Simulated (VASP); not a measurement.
Write the native input for VASP 6.6.1 that does the following.

```yaml
Task: single point
Functional: r2SCAN
Potentials_or_basis: VASP PAW PBE potentials, release 64 (Zn, Se)
Cutoff: 550 eV
k_mesh: 6 × 6 × 6
Occupations: gaussian, width 0.01 eV
Spin: no spin polarisation
Dipole_correction: no
Further_INCAR_settings: ALGO = Normal; EDIFF = 1e-06; NBANDS = 16
```

ZnSe:

```xyz
2
Lattice="0.0000 2.8338 2.8338 2.8338 0.0000 2.8338 2.8338 2.8338 0.0000" Properties=species:S:1:pos:R:3 pbc="T T T"
Zn    0.0000    0.0000    0.0000
Se    1.4169    1.4169    1.4169
```

The input as run:

POSCAR

```
ZnSe
1.0
    0.0000000000      2.8338000000      2.8338000000
    2.8338000000      0.0000000000      2.8338000000
    2.8338000000      2.8338000000      0.0000000000
Zn Se
1 1
Direct
    0.0000000000      0.0000000000      0.0000000000
    0.2500000000      0.2500000000      0.2500000000
```

INCAR.step1

```
SYSTEM = ZnSe
PREC = Accurate
ENCUT = 550
ISMEAR = 0
SIGMA = 0.01
LREAL = .False.
LASPH = .True.
NELM = 120
NBANDS = 16
GGA = PE
ALGO = Normal
EDIFF = 1E-5
LWAVE = .True.
LCHARG = .False.
GGA_COMPAT = .False.
```

INCAR.step2

```
SYSTEM = ZnSe
PREC = Accurate
ENCUT = 550
EDIFF = 1E-6
ISMEAR = 0
SIGMA = 0.01
LREAL = .False.
LASPH = .True.
NELM = 120
ALGO = Normal
ISIF = 2
LWAVE = .False.
LCHARG = .False.
METAGGA = R2SCAN
LMIXTAU = .True.
NBANDS = 16
ISTART = 1
GGA_COMPAT = .False.
```

KPOINTS

```
regular mesh
0
Gamma
  6 6 6
  0 0 0
```

Potentials or basis: VASP PAW PBE potentials, release 64 (Zn, Se).

The run is started by

```console
$ cat potpaw_PBE.64/Zn/POTCAR potpaw_PBE.64/Se/POTCAR > POTCAR
$ cp INCAR.step1 INCAR
$ mpirun -np 1 vasp_std > vasp.out
$ cp INCAR.step2 INCAR
$ mpirun -np 1 vasp_std > vasp.out
```

It gave:

* Pressure: 0.0 GPa
* Band gap on the k mesh: 1.87 eV

Caveat: the PAW data sets were made with another functional, which shifts forces and pressure a little.

Run time: 110 s on 1 thread of Intel Xeon 8259CL, on a shared host, peak memory 0.19 GiB.
